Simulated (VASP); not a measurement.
Runs of VASP 6.6.1 on HfSiF. The structure is that of space group P-6m2 (No. 187), or close to it. The cells are those of the table. 

```csv
task,cell,k mesh,cutoff (eV),gap on the mesh (eV),pressure (GPa),relaxed volume (Å³/atom)
single point,"a = 4.422, b = 4.422, c = 2.715 Å, angles 90.0, 90.0, 120.0°, 3 atoms",12 × 12 × 18,520,none,(a),-
relaxation of cell and atoms,"relaxed from a = 3.813, b = 3.813, c = 3.813 Å, angles 90.0, 90.0, 120.0°, 3 atoms",12 × 12 × 12,600,none,0.0,15.23
single point,"a = 4.439, b = 4.439, c = 2.701 Å, angles 90.0, 90.0, 120.0°, 3 atoms",12 × 12 × 12,520,none,-0.6,-
relaxation of cell and atoms,"relaxed from a = 4.439, b = 4.439, c = 2.701 Å, angles 90.0, 90.0, 120.0°, 3 atoms",12 × 12 × 18,600,none,0.0,15.23
```

Alike in all rows: level PBE; potentials or basis VASP PAW PBE potentials, release 64 (Hf_pv, Si, F); no spin polarisation; smearing gaussian 0.1 eV.

**Question.** Estimate the missing entries.

**Answer.** (a) -0.7.

Caveats: spin-orbit coupling is left out, which moves the levels of the heavy elements; an odd number of electrons without spin polarisation forces a metal; a magnetic or distorted state may lie lower.

A k mesh can miss the band edges, and the runs leave out spin-orbit coupling on Hf.

A gap of «none» marks levels without a gap at the run's occupations.
